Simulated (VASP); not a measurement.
Ta2C:

```xyz
3
Lattice="3.1216 0.0000 0.0000 -1.5608 2.7034 0.0000 0.0000 0.0000 4.9616" Properties=species:S:1:pos:R:3 pbc="T T T"
Ta    0.0000    1.8023    1.2547
Ta    1.5608    0.9011    3.7069
C     0.0000    0.0000    0.0000
```

| Quantity | Value |
| --- | --- |
| Program | VASP 6.6.1 |
| Task | relaxation of cell and atoms |
| Functional | LDA |
| Potentials or basis | VASP PAW LDA potentials, release 64 (Ta_pv, C) |
| Cutoff | 600 eV |
| k mesh | 15 × 15 × 8 |
| Occupations | gaussian, width 0.1 eV |
| Spin | no spin polarisation |

At the start: pressure -10.8 GPa; volume 13.96 Å³/atom.

Question: Where does the relaxation end?

Answer: Over 11 steps the energy falls by 18.6 meV/atom and the volume is 13.42 Å³/atom (-3.9 %); space group P-3m1 (No. 164, to 0.05 Å).

The path:
```csv
step,energy change (eV),largest force (eV/Å),pressure (GPa),volume (Å³)
1,0.0000,0.2697,-10.84,41.87
2,0.3974,1.7430,38.94,36.41
3,-0.0548,0.1381,-0.61,40.39
4,-0.0549,0.1555,-0.24,40.33
5,-0.0549,0.1649,0.02,40.30
6,-0.0557,0.0339,0.16,40.22
7,-0.0557,0.0063,0.18,40.24
8,-0.0557,0.0093,0.18,40.24
9,-0.0557,0.0168,-0.34,40.31
10,-0.0558,0.0038,-0.02,40.25
11,-0.0558,0.0041,0.03,40.25
```

Final structure:
```xyz
3
Lattice="3.0806 0.0000 0.0000 -1.5403 2.6678 0.0000 0.0000 0.0000 4.8978" Properties=species:S:1:pos:R:3 pbc="T T T"
Ta    0.0000    1.7786    1.2407
Ta    1.5403    0.8893    3.6571
C     0.0000    0.0000    0.0000
```
